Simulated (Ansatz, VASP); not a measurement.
Rh in VASP and in Ansatz

```
Rh
1.0
     0.00000    1.94909    1.94909
     1.94909    0.00000    1.94909
     1.94909    1.94909    0.00000
Rh
1
Direct
  0.00000 0.00000 0.00000
```

Change from the starting cell: strain +0.025 along x and y, +0.025 along z, atoms carried along.

Alike in both runs: task single point; functional LDA; k mesh 22 × 22 × 22; occupations gaussian, width 0.15 eV; no spin polarisation.

```csv
,VASP,Ansatz
version,VASP 6.6.1,Ansatz 0.2.0
potentials or method,"VASP PAW LDA potentials, release 64 (Rh_pv), cutoff 520 eV","scalar-relativistic, plane waves, PAW"
valence electrons in the cell,15,17
```

|  | VASP | Ansatz | Ansatz less VASP |
| --- | --- | --- | --- |
| gap on the k mesh at the Fermi level (eV) | none | none | - |
| pressure (GPa) | -26.2 | -26.8 | -0.63 |

LDA's correlation is that of Perdew and Zunger in VASP and of Perdew and Wang (1992) in Ansatz. A gap of «none» marks a metal or a gap that the smearing closes. VASP's potentials hold 15 valence electrons a cell and Ansatz's 17, so a difference there can come from the potentials and not from the codes.
